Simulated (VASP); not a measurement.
# ZnO (P6_3/mmc) in VASP: further runs

Runs on ZnO. Level: PBE. Tasks: single point.

All numbers are computed with VASP 6.6.1; they aren't measurements. Logs are shortened: lines on timing, memory, paths and dates and some standing lists are left out, and cuts for length are marked.

### Step 1. The cell of the first run

It takes space group P6_3/mmc (No. 194, hexagonal). The conventional cell has a = 3.205 Å, b = 3.205 Å, c = 7.057 Å, α = 90.00°, β = 90.00°, γ = 120.00°. Within 2.5 Å of Zn (site symmetry -6m2) lie 3 O at 1.85 Å. O (site symmetry -6m2) has 3 Zn at 1.85 Å within 2.5 Å.

### Step 2. Single point, PBE (strained)

INCAR

```
PREC = Accurate
ENCUT = 600
EDIFF = 1E-6
ISMEAR = 0
SIGMA = 0.02
LREAL = F
LASPH = T
NELM = 120
ALGO = Normal
ISIF = 2
LWAVE = F
LCHARG = T
GGA = PE
LELF = T
LVHAR = T
NBANDS = 26
GGA_COMPAT = F
```

KPOINTS

```
Automatic mesh
0
Gamma
  9 9 4
```

POSCAR

```
ZnO
1.0
    3.2049459879      0.0000000000      0.0000000000
   -1.6024729939      2.7755646433      0.0000000000
    0.0000000000      0.0000000000      7.0573543262
Zn O
2 2
Direct
    0.0000000000      0.0000000000      0.7500000000
    0.0000000000      0.0000000000      0.2500000000
    0.3333333300      0.6666666700      0.2500000000
    0.6666666700      0.3333333300      0.7500000000
```

Potentials or basis: VASP PAW PBE potentials, release 64 (Zn, O).

The run is started by

```sh
$ cat potpaw_PBE.64/Zn/POTCAR potpaw_PBE.64/O/POTCAR > POTCAR
$ mpirun -np 1 vasp_std > vasp.out
```

OUTCAR:

```text
PREC = Accurate
   ENCUT = 600
   EDIFF = 1E-6
   ISMEAR = 0
   LREAL = F
   LASPH = T
   NELM = 120
   ISIF = 2
   GGA = PE

 ion  position               nearest neighbor table
   1  0.000  0.000  0.750-   4 1.85   4 1.85   4 1.85
   2  0.000  0.000  0.250-   3 1.85   3 1.85   3 1.85
   3  0.333  0.667  0.250-   2 1.85   2 1.85   2 1.85
   4  0.667  0.333  0.750-   1 1.85   1 1.85   1 1.85

  LATTYP: Found a hexagonal cell.
 ALAT       =     3.2049459879
 C/A-ratio  =     2.2020197385

  Lattice vectors:

 A1 = (   3.2049459879,   0.0000000000,   0.0000000000)
 A2 = (  -1.6024729939,   2.7755646433,   0.0000000000)
 A3 = (   0.0000000000,   0.0000000000,   7.0573543262)

Analysis of symmetry for initial positions (statically):
=====================================================================
 Subroutine PRICEL returns:
 Original cell was already a primitive cell.

 Routine SETGRP: Setting up the symmetry group for a
 hexagonal supercell.

 Subroutine GETGRP returns: Found 24 space group operations
 (whereof 12 operations were pure point group operations)
 out of a pool of 24 trial point group operations.

The static configuration has the point symmetry D_3d.
 The point group associated with its full space group is D_6h.

Analysis of symmetry for dynamics (positions and initial velocities):
=====================================================================
 Subroutine PRICEL returns:
 Original cell was already a primitive cell.

 Routine SETGRP: Setting up the symmetry group for a
 hexagonal supercell.

 Subroutine GETGRP returns: Found 24 space group operations
 (whereof 12 operations were pure point group operations)
 out of a pool of 24 trial point group operations.

The dynamic configuration has the point symmetry D_3d.
 The point group associated with its full space group is D_6h.

 Subroutine INISYM returns: Found 24 space group operations
 (whereof 12 operations are pure point group operations),
 and found     1 'primitive' translations

----------------------------------------------------------------------------------------

                                     Primitive cell

  volume of cell :      62.7789

  direct lattice vectors                    reciprocal lattice vectors
     3.204945988  0.000000000  0.000000000     0.312017739  0.180143525  0.000000000
    -1.602472994  2.775564643  0.000000000     0.000000000  0.360287051  0.000000000
     0.000000000  0.000000000  7.057354326     0.000000000  0.000000000  0.141696159

  length of vectors
     3.204945988  3.204945988  7.057354326     0.360287051  0.360287051  0.141696159

  position of ions in fractional coordinates (direct lattice)
     0.000000000  0.000000000  0.750000000
     0.000000000  0.000000000  0.250000000
     0.333333330  0.666666670  0.250000000
     0.666666670  0.333333330  0.750000000

  ion indices of the primitive-cell ions
   primitive index   ion index
                 1           1
                 2           2
                 3           3
                 4           4

----------------------------------------------------------------------------------------

 KPOINTS: Automatic mesh

Automatic generation of k-mesh.
 Grid dimensions read from file:
 generate k-points for:    9    9    4

 Generating k-lattice:

  Cartesian coordinates                     Fractional coordinates (reciprocal lattice)
     0.034668638  0.020015947  0.000000000     0.111111111 -0.000000000  0.000000000
     0.000000000  0.040031895  0.000000000     0.000000000  0.111111111  0.000000000
     0.000000000  0.000000000  0.035424040     0.000000000  0.000000000  0.250000000

  Length of vectors
     0.040031895  0.040031895  0.035424040

  Shift w.r.t. Gamma in fractional coordinates (k-lattice)
     0.000000000  0.000000000  0.000000000

 Subroutine IBZKPT returns following result:
 ===========================================

 Found     36 irreducible k-points:

 Following reciprocal coordinates:
            Coordinates               Weight
  0.000000  0.000000  0.000000      1.000000
  0.111111  0.000000  0.000000      6.000000
  0.222222  0.000000  0.000000      6.000000
  0.333333  0.000000  0.000000      6.000000
  0.444444  0.000000  0.000000      6.000000
  0.111111  0.111111  0.000000      6.000000
[... 16 lines left out ...]
  0.333333  0.222222  0.250000     24.000000
  0.333333  0.333333  0.250000      4.000000
 [... further k-points ...]
   k-points           NKPTS =     36   k-points in BZ     NKDIM =     36   number of bands    NBANDS=     26
   number of dos      NEDOS =    301   number of ions     NIONS =      4
   total plane-waves  NPLWV =  43904
   dimension x,y,z NGX =    28 NGY =   28 NGZ =   56
   dimension x,y,z NGXF=    56 NGYF=   56 NGZF=  112
   ions per type =               2   2
   NGX,Y,Z   is equivalent  to a cutoff of  14.52, 14.52, 13.19 a.u.
   NGXF,Y,Z  is equivalent  to a cutoff of  29.05, 29.05, 26.38 a.u.
 SYSTEM =  unknown system
   PREC   = accura    normal or accurate (medium, high low for compatibility)
   ISTART =      0    job   : 0-new  1-cont  2-samecut
   ICHARG =      2    charge: 1-file 2-atom 10-const
   ISPIN  =      1    spin polarized calculation?
   LNONCOLLINEAR =      F non collinear calculations
   LSORBIT =      F    spin-orbit coupling
   LASPH  =      T    aspherical Exc in radial PAW
   ENCUT  =  600.0 eV  44.10 Ry    6.64 a.u.   6.40  6.40 14.10*2*pi/ulx,y,z
   NELM   =    120;   NELMIN=  2; NELMDL= -5     # of ELM steps
   EDIFF  = 0.1E-05   stopping-criterion for ELM
   LREAL  =      F    real-space projection
   EDIFFG = 0.1E-04   stopping-criterion for IOM
   NSW    =      0    number of steps for IOM
   IBRION =     -1    ionic relax: 0-MD 1-quasi-New 2-CG
   NFREE  =      0    steps in history (QN), initial steepest desc. (CG)
   ISIF   =      2    stress and relaxation
   ISYM   =      2    0-nonsym 1-usesym 2-fastsym
   POTIM  = 0.5000    time-step for ionic-motion
   TEBEG  =    0.0;   TEEND  =   0.0 temperature during run
   PSTRESS=    0.0 pullay stress
   NELECT =      36.0000    total number of electrons
   NUPDOWN=      -1.0000    fix difference up-down
   EMIN   =  10.00;   EMAX   =-10.00  energy-range for DOS
   EFERMI =   0.00;   METHOD = LEGACY
   ISMEAR =     0;   SIGMA  =   0.02  broadening in eV -4-tet -1-fermi 0-gaus
   EFERMI_NEDOS =   21; number of points for ismear=-14 and -15
   IALGO  =     38    algorithm
   IMIX   =      4    mixing-type and parameters
     AMIX     =   0.40;   BMIX     =  1.00
     AMIX_MAG =   1.60;   BMIX_MAG =  1.00
  volume/ion in A,a.u.               =      15.69       105.91
  Fermi-wavevector in a.u.,A,eV,Ry     =   1.360101  2.570217 25.169056  1.849873
  Thomas-Fermi vector in A             =   2.486792
   LORBIT       =      0    0 simple, 1 ext, 2 COOP (PROOUT), +10 PAW based schemes
   GGA     = PE    functional components
   LHFCALC =     F    Hartree Fock is set to
   AEXX    =    0.0000 exact exchange contribution
   IVDW    =     0    specifies the selected vdW correction
   LEPSILON=     F    determine dielectric tensor
   LRPA    =     F    only Hartree local field effects (RPA)
 non-spin polarized calculation
 Gauss-broadening in eV      SIGMA  =   0.02
  energy-cutoff  :      600.00
  volume of cell :       62.78
 maximum number of plane-waves:      2123
 NGX is ok and might be reduce to    28
   NGX = 13   NGY = 13   NGZ = 29

 number of electron      36.0000032 magnetization

 Free energy of the ion-electron system (eV)
  ---------------------------------------------------
  ext. energy  EPLUGINS =         0.00000000
  ---------------------------------------------------
  free energy    TOTEN  =       -16.85134774 eV

  energy without entropy =      -16.85134774  energy(sigma->0) =      -16.85134774

 E-fermi :  -0.0612     XC(G=0):  -9.1921

 val. band max:       -0.2155588655   @ k =   0.0000   0.0000   0.0000
 cond. band min:       0.6190495196   @ k =   0.0000   0.0000   0.0000
 fundamental gap:      0.8346083851
 Fermi energy:        -0.0611537497

 k-point     1 :       0.0000    0.0000    0.0000
  band No.  band energies     occupation
      1     -18.2841      2.00000
      2     -18.1958      2.00000
      3      -6.7896      2.00000
      4      -6.7896      2.00000
      5      -6.7742      2.00000
      6      -6.7742      2.00000
[... 18 lines left out ...]
     25      13.0211      0.00000
     26      13.8211      0.00000

 k-point     2 :       0.1111    0.0000    0.0000
  band No.  band energies     occupation
      1     -18.2192      2.00000
      2     -18.1357      2.00000
      3      -6.8178      2.00000
      4      -6.8062      2.00000
      5      -6.6977      2.00000
      6      -6.6821      2.00000
[... 18 lines left out ...]
     25      12.8571      0.00000
     26      13.2661      0.00000

 k-point     3 :       0.2222    0.0000    0.0000
  band No.  band energies     occupation
      1     -18.0506      2.00000
      2     -17.9812      2.00000
      3      -6.8466      2.00000
      4      -6.8421      2.00000
      5      -6.4405      2.00000
      6      -6.4246      2.00000
[... 18 lines left out ...]
     25      12.0379      0.00000
     26      13.5551      0.00000

 k-point     4 :       0.3333    0.0000    0.0000
  band No.  band energies     occupation
      1     -17.8501      2.00000
      2     -17.8023      2.00000
      3      -6.7779      2.00000
      4      -6.7739      2.00000
      5      -6.0861      2.00000
      6      -6.0715      2.00000
[... 18 lines left out ...]
     25      12.0278      0.00000
     26      13.0523      0.00000
[... 496 lines left out ...]
      1     -17.7564      2.00000
      2     -17.7303      2.00000
      3      -6.6549      2.00000
      4      -6.6463      2.00000
      5      -5.8509      2.00000
      6      -5.8473      2.00000
[... 18 lines left out ...]
     25      10.7977      0.00000
     26      12.1690      0.00000

 k-point    23 :       0.3333    0.2222    0.2500
  band No.  band energies     occupation
      1     -17.6527      2.00000
      2     -17.6410      2.00000
      3      -6.4325      2.00000
      4      -6.4246      2.00000
      5      -5.8053      2.00000
      6      -5.7253      2.00000
[... 18 lines left out ...]
     25      10.2267      0.00000
     26      10.9808      0.00000

 k-point    24 :       0.3333    0.3333    0.2500
  band No.  band energies     occupation
      1     -17.6143      2.00000
      2     -17.6143      2.00000
      3      -6.3010      2.00000
      4      -6.2892      2.00000
      5      -5.7663      2.00000
      6      -5.7663      2.00000
[... 18 lines left out ...]
     25       9.6096      0.00000
     26      10.2415      0.00000

 [... further k-points ...]

------------------------ aborting loop because EDIFF is reached ----------------------------------------

  FORCE on cell =-STRESS in cart. coord.  units (eV):
  Direction    XX          YY          ZZ          XY          YZ          ZX
  --------------------------------------------------------------------------------------
  -------------------------------------------------------------------------------------
  Total        4.6633143      4.6633143      0.0984190      0.0000000      0.0000000      0.0000000
  in kB      119.0121468    119.0121468      2.5117455      0.0000000      0.0000000      0.0000000
  external PRESSURE =      80.1786797 kB  Pullay stress =       0.0000000 kB

 VOLUME and BASIS-vectors are now :
 -----------------------------------------------------------------------------
  energy-cutoff  :      600.00
  volume of cell :       62.78
      direct lattice vectors                 reciprocal lattice vectors
     3.204945988  0.000000000  0.000000000     0.312017739  0.180143525  0.000000000
    -1.602472994  2.775564643  0.000000000     0.000000000  0.360287051  0.000000000
     0.000000000  0.000000000  7.057354326     0.000000000  0.000000000  0.141696159

 POSITION                                       TOTAL-FORCE (eV/Angst)
 -----------------------------------------------------------------------------------
      0.00000      0.00000      5.29302        -0.000000      0.000000     -0.000000
      0.00000      0.00000      1.76434         0.000000     -0.000000      0.000000
     -0.00000      1.85038      1.76434        -0.000000      0.000000     -0.000000
      1.60247      0.92519      5.29302         0.000000      0.000000      0.000000
 -----------------------------------------------------------------------------------
    total drift:                               -0.000000      0.000000      0.000000

  FREE ENERGIE OF THE ION-ELECTRON SYSTEM (eV)
  ---------------------------------------------------
  free  energy   TOTEN  =       -16.8513477408 eV

  energy  without entropy=      -16.8513477408  energy(sigma->0) =      -16.85134774
```

It took 3.1 min on 1 thread of Intel Xeon 8259CL, shared host; peak memory 0.23 GiB.

Results:

```yaml
Free_energy: -16.8513 eV
Pressure: 8.0 GPa
Band_gap_on_the_k_mesh: 0.83 eV, direct
```

Stress tensor (GPa, compression positive):
```
11.90  0.00  0.00
 0.00 11.90  0.00
 0.00  0.00  0.25
```

Caveat: the cell differs from its parent crystal (strained). A k mesh can miss the band edges.

### Step 3. Single point, PBE (strained)

INCAR

```
PREC = Accurate
ENCUT = 600
EDIFF = 1E-6
ISMEAR = 0
SIGMA = 0.02
LREAL = False
LASPH = True
NELM = 120
ALGO = Normal
ISIF = 2
LWAVE = False
LCHARG = False
GGA = PE
NBANDS = 26
GGA_COMPAT = False
```

KPOINTS

```
regular mesh
0
Gamma
  9 9 4
```

POSCAR

```
ZnO
1.0
    3.4239574804      0.0000000000      0.0000000000
   -1.7119787401      2.9652341594      0.0000000000
    0.0000000000      0.0000000000      6.9975299232
Zn O
2 2
Direct
    0.0000000000      0.0000000000      0.7500000000
    0.0000000000      0.0000000000      0.2500000000
    0.3333333300      0.6666666700      0.2500000000
    0.6666666700      0.3333333300      0.7500000000
```

Potentials or basis: VASP PAW PBE potentials, release 64 (Zn, O).

The run is started by

```sh
$ cat potpaw_PBE.64/Zn/POTCAR potpaw_PBE.64/O/POTCAR > POTCAR
$ mpirun -np 1 vasp_std > vasp.out
```

Wall time 2.6 min (1 thread of Intel Xeon 8259CL, shared host); peak memory 0.23 GiB.

Results (log left out):

| Quantity | Value |
| --- | --- |
| Free energy | -16.7220 eV |
| Pressure | -8.9 GPa |
| Band gap on the k mesh | 0.70 eV, direct |

Stress tensor (GPa, compression positive):
```
-13.34   0.00   0.00
  0.00 -13.34   0.00
  0.00   0.00   0.06
```

Levels at points of the mesh, in eV from the valence-band top:
```csv
k point,band 14,band 15,band 16,band 17,band 18,band 19,band 20,band 21,band 22,band 23
"(0.00, 0.00, 0.00)",-0.98,-0.01,-0.01,0.00,0.00,0.70,3.19,5.34,11.23,11.59
"(0.00, 0.00, 0.50)",-1.86,0.00,0.00,0.00,0.00,1.87,1.87,7.44,7.44,12.48
```

Caveat: the cell differs from its parent crystal (strained). A k mesh can miss the band edges.

### Step 4. Single point, PBE (strained)

INCAR

```
  PREC = Accurate
  ENCUT = 600
  EDIFF = 1E-6
  ISMEAR = 0
  SIGMA = 0.02
  LREAL = False
  LASPH = True
  NELM = 120
  ALGO = Normal
  ISIF = 2
  LWAVE = False
  LCHARG = True
  GGA = PE
  LELF = True
  LVHAR = True
  NBANDS = 26
  GGA_COMPAT = False
```

KPOINTS

```
Automatic mesh
0
Gamma
  9 9 4
```

POSCAR

```
ZnO
1.0
    3.4947145336      0.0000000000      0.0000000000
   -1.7473572668      3.0265115651      0.0000000000
    0.0000000000      0.0000000000      7.1509770211
Zn O
2 2
Direct
    0.0000000000      0.0000000000      0.7500000000
    0.0000000000      0.0000000000      0.2500000000
    0.3333333300      0.6666666700      0.2500000000
    0.6666666700      0.3333333300      0.7500000000
```

The run is started by

```sh
$ cat potpaw_PBE.64/Zn/POTCAR potpaw_PBE.64/O/POTCAR > POTCAR
$ mpirun -np 1 vasp_std > vasp.out
```

Run time: 2.2 min. Hardware: 1 thread of Intel Xeon 8259CL, shared host; peak memory 0.24 GiB.

It converged, with:

- Free energy: -16.4357 eV
- Pressure: -11.7 GPa
- Band gap on the k mesh: 0.66 eV, direct

Stress tensor (GPa, compression positive):
```
-17.49   0.00   0.00
  0.00 -17.49   0.00
  0.00   0.00  -0.11
```

Levels at points of the mesh, in eV from the valence-band top:
| k point | band 14 | band 15 | band 16 | band 17 | band 18 | band 19 | band 20 | band 21 | band 22 | band 23 |
| --- | --- | --- | --- | --- | --- | --- | --- | --- | --- | --- |
| (0.00, 0.00, 0.00) | -0.74 | -0.01 | -0.01 | 0.00 | 0.00 | 0.66 | 2.93 | 5.31 | 10.87 | 11.30 |
| (0.00, 0.00, 0.50) | -1.55 | 0.00 | 0.00 | 0.00 | 0.00 | 1.76 | 1.76 | 7.26 | 7.26 | 12.15 |

Caveat: the cell differs from its parent crystal (strained).

### Step 5. The runs side by side

```csv
cell,gap on the mesh (eV),pressure (GPa)
"a = 3.205, b = 3.205, c = 7.057 Å, angles 90.0, 90.0, 120.0°, 4 atoms",0.83,8.0
"a = 3.424, b = 3.424, c = 6.998 Å, angles 90.0, 90.0, 120.0°, 4 atoms",0.70,-8.9
"a = 3.495, b = 3.495, c = 7.151 Å, angles 90.0, 90.0, 120.0°, 4 atoms",0.66,-11.7
```

Alike in all rows: task single point; level PBE; potentials or basis VASP PAW PBE potentials, release 64 (Zn, O); no spin polarisation; k mesh 9 × 9 × 4; cutoff (eV) 600; smearing gaussian 0.02 eV.

Total energies depend on the potentials used, so only differences within one code and one set of settings carry meaning.
